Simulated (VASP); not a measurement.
Set up this calculation in VASP 6.6.1, as the native input.

- Task: single point
- Functional: PBEsol
- Potentials or basis: VASP PAW PBE potentials, release 64 (La, Pd)
- Cutoff: 520 eV
- k mesh: 5 × 5 × 5
- Occupations: fermi-dirac, width 0.1 eV
- Spin: no spin polarisation
- Dipole correction: no
- Further INCAR settings: ALGO = Normal; EDIFF = 1e-06; NBANDS = 28

The structure of LaPd3 lies in POSCAR:

```
LaPd3
1.0
    4.2280000000      0.0000000000      0.0000000000
    0.0000000000      4.2280000000      0.0000000000
    0.0000000000      0.0000000000      4.2280000000
La Pd
1 3
Direct
   -0.0473036897      0.0000000000      0.0000000000
    0.0000000000      0.5000000000      0.5000000000
    0.5000000000      0.0000000000      0.5000000000
    0.5000000000      0.5000000000      0.0000000000
```

The input as run:

INCAR

```
PREC = Accurate
ENCUT = 520
EDIFF = 1E-6
ISMEAR = -1
SIGMA = 0.1
LREAL = False
LASPH = True
NELM = 80
ALGO = Normal
ISIF = 2
LWAVE = False
LCHARG = False
GGA = PS
NBANDS = 28
```

KPOINTS

```
regular mesh
0
Gamma
  5 5 5
```

Potentials or basis: VASP PAW PBE potentials, release 64 (La, Pd).

The run is started by

```console
$ cat potpaw_PBE.64/La/POTCAR potpaw_PBE.64/Pd/POTCAR > POTCAR
$ mpirun -np 1 vasp_std > vasp.out
```

It gave:

```
Pressure      : -5.6 GPa
Largest force : 1.031 eV/Å
```

Caveat: the PAW data sets were made with another functional, which shifts forces and pressure a little.

It took 25 s on 1 thread of Intel(R) Xeon(R) Platinum 8488C (Sapphire Rapids), on a shared host, peak memory 0.19 GiB.
